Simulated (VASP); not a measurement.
# Cu (P6_3/mmc) in VASP: a series of runs

Cu is run at these levels: r2SCAN; tasks: single point.

Everything below comes from runs of VASP 6.6.1. Logs are shortened: lines on timing, memory, paths and dates and some standing lists are left out, and cuts for length are marked.

### Step 1. The cell of the first run

Symmetry: P6_3/mmc, No. 194, hexagonal system. The conventional cell has a = 2.500 Å, b = 2.500 Å, c = 4.057 Å, α = 90.00°, β = 90.00°, γ = 120.00°. Cu (site symmetry -6m2) has 12 Cu at 2.49 to 2.50 Å within 3.3 Å.

### Step 2. Single point, r2SCAN

POSCAR

```
Cu
1.0
    2.4998479218      0.0000000000      0.0000000000
   -1.2499239609      2.1649318059      0.0000000000
    0.0000000000      0.0000000000      4.0569889027
Cu
2
Direct
    0.6666666667      0.3333333333      0.7500000000
    0.3333333333      0.6666666667      0.2500000000
```

INCAR.step1

```
  ALGO = Normal
  EDIFF = 1E-4
  ENCUT = 520
  GGA = PE
  ISMEAR = -1
  LASPH = True
  LCHARG = False
  LREAL = False
  LWAVE = True
  NBANDS = 18
  NELM = 100
  PREC = Accurate
  SIGMA = 0.05
```

INCAR.step2

```
  ALGO = Normal
  EDIFF = 1E-6
  ENCUT = 520
  ISIF = 2
  ISMEAR = -1
  ISTART = 1
  LASPH = True
  LCHARG = False
  LMIXTAU = True
  LREAL = False
  LWAVE = False
  METAGGA = R2SCAN
  NBANDS = 18
  NELM = 100
  PREC = Accurate
  SIGMA = 0.05
```

KPOINTS

```
k-points
0
Gamma
  12 12 7
```

Potentials or basis: VASP PAW PBE potentials, release 64 (Cu).

Launch:

```sh
$ cat potpaw_PBE.64/Cu/POTCAR > POTCAR
$ cp INCAR.step1 INCAR
$ mpirun -np 1 vasp_std > vasp.out
$ cp INCAR.step2 INCAR
$ mpirun -np 1 vasp_std > vasp.out
```

OUTCAR:

```text
EDIFF = 1E-6
   ENCUT = 520
   ISIF = 2
   ISMEAR = -1
   ISTART = 1
   LASPH = True
   LREAL = False
   METAGGA = R2SCAN
   NELM = 100
   PREC = Accurate

 ion  position               nearest neighbor table
   1  0.667  0.333  0.750-   2 2.49   2 2.49   2 2.49   2 2.49   2 2.49   2 2.49
   2  0.333  0.667  0.250-   1 2.49   1 2.49   1 2.49   1 2.49   1 2.49   1 2.49

  LATTYP: Found a hexagonal cell.
 ALAT       =     2.4998479218
 C/A-ratio  =     1.6228942838

  Lattice vectors:

 A1 = (   2.4998479218,   0.0000000000,   0.0000000000)
 A2 = (  -1.2499239609,   2.1649318059,   0.0000000000)
 A3 = (   0.0000000000,   0.0000000000,   4.0569889027)

Analysis of symmetry for initial positions (statically):
=====================================================================
 Subroutine PRICEL returns:
 Original cell was already a primitive cell.

 Routine SETGRP: Setting up the symmetry group for a
 hexagonal supercell.

 Subroutine GETGRP returns: Found 24 space group operations
 (whereof 12 operations were pure point group operations)
 out of a pool of 24 trial point group operations.

The static configuration has the point symmetry D_3d.
 The point group associated with its full space group is D_6h.

Analysis of symmetry for dynamics (positions and initial velocities):
=====================================================================
 Subroutine PRICEL returns:
 Original cell was already a primitive cell.

 Routine SETGRP: Setting up the symmetry group for a
 hexagonal supercell.

 Subroutine GETGRP returns: Found 24 space group operations
 (whereof 12 operations were pure point group operations)
 out of a pool of 24 trial point group operations.

The dynamic configuration has the point symmetry D_3d.
 The point group associated with its full space group is D_6h.

 Subroutine INISYM returns: Found 24 space group operations
 (whereof 12 operations are pure point group operations),
 and found     1 'primitive' translations

----------------------------------------------------------------------------------------

                                     Primitive cell

  volume of cell :      21.9564

  direct lattice vectors                    reciprocal lattice vectors
     2.499847922  0.000000000  0.000000000     0.400024334  0.230954157  0.000000000
    -1.249923961  2.164931806  0.000000000     0.000000000  0.461908314  0.000000000
     0.000000000  0.000000000  4.056988903     0.000000000  0.000000000  0.246488227

  length of vectors
     2.499847922  2.499847922  4.056988903     0.461908314  0.461908314  0.246488227

  position of ions in fractional coordinates (direct lattice)
     0.666666667  0.333333333  0.750000000
     0.333333333  0.666666667  0.250000000

  ion indices of the primitive-cell ions
   primitive index   ion index
                 1           1
                 2           2

----------------------------------------------------------------------------------------

 KPOINTS: k-points

Automatic generation of k-mesh.
 Grid dimensions read from file:
 generate k-points for:   12   12    7

 Generating k-lattice:

  Cartesian coordinates                     Fractional coordinates (reciprocal lattice)
     0.033335361  0.019246180  0.000000000     0.083333333 -0.000000000  0.000000000
     0.000000000  0.038492359  0.000000000     0.000000000  0.083333333  0.000000000
     0.000000000  0.000000000  0.035212604     0.000000000  0.000000000  0.142857143

  Length of vectors
     0.038492359  0.038492359  0.035212604

  Shift w.r.t. Gamma in fractional coordinates (k-lattice)
     0.000000000  0.000000000  0.000000000

 Subroutine IBZKPT returns following result:
 ===========================================

 Found     76 irreducible k-points:

 Following reciprocal coordinates:
            Coordinates               Weight
  0.000000  0.000000  0.000000      1.000000
  0.083333 -0.000000  0.000000      6.000000
  0.166667 -0.000000  0.000000      6.000000
  0.250000  0.000000  0.000000      6.000000
  0.333333  0.000000  0.000000      6.000000
  0.416667  0.000000  0.000000      6.000000
[... 16 lines left out ...]
  0.250000  0.000000  0.142857     12.000000
  0.333333  0.000000  0.142857     12.000000
 [... further k-points ...]
   k-points           NKPTS =     76   k-points in BZ     NKDIM =     76   number of bands    NBANDS=     18
   number of dos      NEDOS =    301   number of ions     NIONS =      2
   total plane-waves  NPLWV =  12000
   dimension x,y,z NGX =    20 NGY =   20 NGZ =   30
   dimension x,y,z NGXF=    40 NGYF=   40 NGZF=   60
   ions per type =               2
   NGX,Y,Z   is equivalent  to a cutoff of  13.30, 13.30, 12.29 a.u.
   NGXF,Y,Z  is equivalent  to a cutoff of  26.60, 26.60, 24.59 a.u.
 SYSTEM =  unknown system
   PREC   = accura    normal or accurate (medium, high low for compatibility)
   ISTART =      1    job   : 0-new  1-cont  2-samecut
   ICHARG =      0    charge: 1-file 2-atom 10-const
   ISPIN  =      1    spin polarized calculation?
   LNONCOLLINEAR =      F non collinear calculations
   LSORBIT =      F    spin-orbit coupling
   LASPH  =      T    aspherical Exc in radial PAW
   ENCUT  =  520.0 eV  38.22 Ry    6.18 a.u.   4.65  4.65  7.54*2*pi/ulx,y,z
   NELM   =    100;   NELMIN=  2; NELMDL=  0     # of ELM steps
   EDIFF  = 0.1E-05   stopping-criterion for ELM
   LREAL  =      F    real-space projection
   EDIFFG = 0.1E-04   stopping-criterion for IOM
   NSW    =      0    number of steps for IOM
   IBRION =     -1    ionic relax: 0-MD 1-quasi-New 2-CG
   NFREE  =      0    steps in history (QN), initial steepest desc. (CG)
   ISIF   =      2    stress and relaxation
   ISYM   =      2    0-nonsym 1-usesym 2-fastsym
   POTIM  = 0.5000    time-step for ionic-motion
   TEBEG  =    0.0;   TEEND  =   0.0 temperature during run
   PSTRESS=    0.0 pullay stress
   NELECT =      22.0000    total number of electrons
   NUPDOWN=      -1.0000    fix difference up-down
   EMIN   =  10.00;   EMAX   =-10.00  energy-range for DOS
   EFERMI =   0.00;   METHOD = LEGACY
   ISMEAR =    -1;   SIGMA  =   0.05  broadening in eV -4-tet -1-fermi 0-gaus
   EFERMI_NEDOS =   21; number of points for ismear=-14 and -15
   IALGO  =     38    algorithm
   IMIX   =      4    mixing-type and parameters
     AMIX     =   0.40;   BMIX     =  1.00
     AMIX_MAG =   1.60;   BMIX_MAG =  1.00
  volume/ion in A,a.u.               =      10.98        74.08
  Fermi-wavevector in a.u.,A,eV,Ry     =   1.638181  3.095713 36.513092  2.683637
  Thomas-Fermi vector in A             =   2.729197
   LORBIT       =      0    0 simple, 1 ext, 2 COOP (PROOUT), +10 PAW based schemes
   METAGGA = R2SCAN    functional components
   LHFCALC =     F    Hartree Fock is set to
   AEXX    =    0.0000 exact exchange contribution
   IVDW    =     0    specifies the selected vdW correction
   LEPSILON=     F    determine dielectric tensor
   LRPA    =     F    only Hartree local field effects (RPA)
 non-spin polarized calculation
  energy-cutoff  :      520.00
  volume of cell :       21.96
 maximum number of plane-waves:       603
 NGX is ok and might be reduce to    20
   NGX =  9   NGY =  9   NGZ = 15

 number of electron      21.9999987 magnetization

 Free energy of the ion-electron system (eV)
  ---------------------------------------------------
  ext. energy  EPLUGINS =         0.00000000
  ---------------------------------------------------
  free energy    TOTEN  =       -21.59485535 eV

  energy without entropy =      -21.58790245  energy(sigma->0) =      -21.59137890

 E-fermi :   8.2881     XC(G=0): -14.2422

 val. band max:        8.2688658098   @ k =   0.3333   0.1667   0.2857
 cond. band min:       8.2907533774   @ k =   0.5000   0.0000   0.0000
 fundamental gap:      0.0218875676
 Fermi energy:         8.2881170132

 k-point     1 :       0.0000    0.0000    0.0000
  band No.  band energies     occupation
      1      -1.9288      2.00000
      2       2.6656      2.00000
      3       4.9743      2.00000
      4       5.0148      2.00000
      5       5.0150      2.00000
      6       5.2584      2.00000
[... 10 lines left out ...]
     17      33.7316      0.00000
     18      33.7316      0.00000

 k-point     2 :       0.0833   -0.0000    0.0000
  band No.  band energies     occupation
      1      -1.6842      2.00000
      2       2.8032      2.00000
      3       4.8176      2.00000
      4       5.1064      2.00000
      5       5.1413      2.00000
      6       5.2199      2.00000
[... 10 lines left out ...]
     17      34.4572      0.00000
     18      34.7097      0.00000

 k-point     3 :       0.1667   -0.0000    0.0000
  band No.  band energies     occupation
      1      -0.9683      2.00000
      2       3.1490      2.00000
      3       4.5956      2.00000
      4       4.7688      2.00000
      5       5.0747      2.00000
      6       5.3569      2.00000
[... 10 lines left out ...]
     17      31.6975      0.00000
     18      34.0695      0.00000

 k-point     4 :       0.2500    0.0000    0.0000
  band No.  band energies     occupation
      1       0.1508      2.00000
      2       3.4603      2.00000
      3       4.1687      2.00000
      4       4.4352      2.00000
      5       4.9880      2.00000
      6       5.1899      2.00000
[... 375 lines left out ...]
      4       4.6168      2.00000
      5       5.0150      2.00000
      6       5.2302      2.00000
[... 10 lines left out ...]
     17      30.8535      0.00000
     18      32.6113      0.00000

 k-point    23 :       0.2500    0.0000    0.1429
  band No.  band energies     occupation
      1       0.3259      2.00000
      2       3.4547      2.00000
      3       4.0647      2.00000
      4       4.4671      2.00000
      5       4.8988      2.00000
      6       5.2112      2.00000
[... 10 lines left out ...]
     17      29.1763      0.00000
     18      31.8326      0.00000

 k-point    24 :       0.3333    0.0000    0.1429
  band No.  band energies     occupation
      1       1.6045      2.00000
      2       3.4567      2.00000
      3       3.7479      2.00000
      4       4.4052      2.00000
      5       5.0191      2.00000
      6       5.0922      2.00000
[... 10 lines left out ...]
     17      27.1626      0.00000
     18      29.8872      0.00000

 [... further k-points ...]

------------------------ aborting loop because EDIFF is reached ----------------------------------------

  FORCE on cell =-STRESS in cart. coord.  units (eV):
  Direction    XX          YY          ZZ          XY          YZ          ZX
  --------------------------------------------------------------------------------------
  -------------------------------------------------------------------------------------
  Total        1.1542342      1.1542342      1.1892214      0.0000000      0.0000000      0.0000000
  in kB       84.2253617     84.2253617     86.7784067      0.0000000      0.0000000      0.0000000
  external PRESSURE =      85.0763767 kB  Pullay stress =       0.0000000 kB

 VOLUME and BASIS-vectors are now :
 -----------------------------------------------------------------------------
  energy-cutoff  :      520.00
  volume of cell :       21.96
      direct lattice vectors                 reciprocal lattice vectors
     2.499847922  0.000000000  0.000000000     0.400024334  0.230954157  0.000000000
    -1.249923961  2.164931806  0.000000000     0.000000000  0.461908314  0.000000000
     0.000000000  0.000000000  4.056988903     0.000000000  0.000000000  0.246488227

 POSITION                                       TOTAL-FORCE (eV/Angst)
 -----------------------------------------------------------------------------------
      1.24992      0.72164      3.04274         0.000000     -0.000000      0.000000
     -0.00000      1.44329      1.01425        -0.000000      0.000000      0.000000
 -----------------------------------------------------------------------------------
    total drift:                                0.000000     -0.000000      0.000000

  FREE ENERGIE OF THE ION-ELECTRON SYSTEM (eV)
  ---------------------------------------------------
  free  energy   TOTEN  =       -21.5948553456 eV

  energy  without entropy=      -21.5879024529  energy(sigma->0) =      -21.59137890
```

It took 48 s on 1 thread of Intel Xeon 6975P-C (Granite Rapids), shared host; peak memory 0.15 GiB.

What came out:

```
Free energy            : -21.5949 eV
Pressure               : 8.5 GPa
Band gap on the k mesh : zero (band 11 reaches 12.66 eV, above the bottom of band 12 at 6.25 eV)
```

Stress tensor (GPa, compression positive):
```
8.42 0.00 0.00
0.00 8.42 0.00
0.00 0.00 8.68
```

Caveat: the PAW data sets were made with another functional, which shifts forces and pressure a little.

(Part 1 of 3 ends here.)
